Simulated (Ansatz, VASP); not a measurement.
## SnO: VASP beside Ansatz

Contents of INCAR:

```
  PREC = Accurate
  ENCUT = 520
  EDIFF = 1E-6
  ISMEAR = -1
  SIGMA = 0.05
  LREAL = F
  LASPH = T
  NELM = 80
  ALGO = Normal
  ISIF = 2
  LWAVE = F
  LCHARG = T
  GGA = PS
  LELF = T
  LVHAR = T
  NBANDS = 28
```

File KPOINTS:

```
regular mesh
0
Gamma
  7 7 6
```

POSCAR

```
SnO
1.0
    3.8136952200      0.0000000000      0.0000000000
    0.0000000000      3.8136952200      0.0000000000
    0.0000000000      0.0000000000      4.8869133000
Sn O
2 2
Direct
    0.5091850000     -0.0043280000      0.7697660000
    0.0031930000      0.5007510000      0.2249020000
    0.0068460000      0.0034470000     -0.0019050000
    0.4935640000      0.4956290000     -0.0016140000
```

Contents of input.yaml:

```yaml
crystal:
  lattice:
    - [3.81369522, 0.0, 0.0]
    - [0.0, 3.81369522, 0.0]
    - [0.0, 0.0, 4.8869133]
  atoms:
    - { symbol: Sn, position: [0.509185, -0.004328, 0.769766] }
    - { symbol: Sn, position: [0.003193, 0.500751, 0.224902] }
    - { symbol: O, position: [0.006846, 0.003447, -0.001905] }
    - { symbol: O, position: [0.493564, 0.495629, -0.001614] }
kpoints:
  mp_grid: { grid: [7, 7, 6] }
scf:
  occupations: { method: fermi_dirac, width: 0.05 }
hamiltonian:
  xc: pbesol
  pseudopotentials: { kind: all_electron, lapw: { basis_error: 0.001 } }
output:
  forces: true
  stress: true
  eigenvalues: true
  populations: true
```

Change from the starting cell: atoms moved at random, drawn with an rms of 0.05 Å.

Alike in both runs: task single point; functional PBEsol; k mesh 7 × 7 × 6; occupations fermi-dirac, width 0.05 eV; no spin polarisation.

|  | VASP | Ansatz |
| --- | --- | --- |
| version | VASP 6.6.1 | Ansatz 0.2.0 |
| potentials or method | VASP PAW PBE potentials, release 64 (Sn_d, O), cutoff 520 eV | all-electron LAPW, scalar-relativistic |

|  | VASP | Ansatz | Ansatz less VASP |
| --- | --- | --- | --- |
| gap on the k mesh at the Fermi level (eV) | 0.59 | 0.58 | -0.005 |
| least direct gap on the mesh (eV) | 1.85 | 1.89 | +0.040 |
| pressure (GPa) | 2.2 | 1.9 | -0.30 |
| traceless stress, the component that is largest in VASP (GPa) | 0.51 | 0.53 | +0.016 |
| rms of the force components (eV/Å) | 0.393 | 0.357 | -0.0365 |

VASP's potentials were made for PBE, not for PBEsol. Atom by atom the forces differ by 0.040 eV/Å (rms over components). Ansatz ran all-electron here, and VASP with PAW potentials.
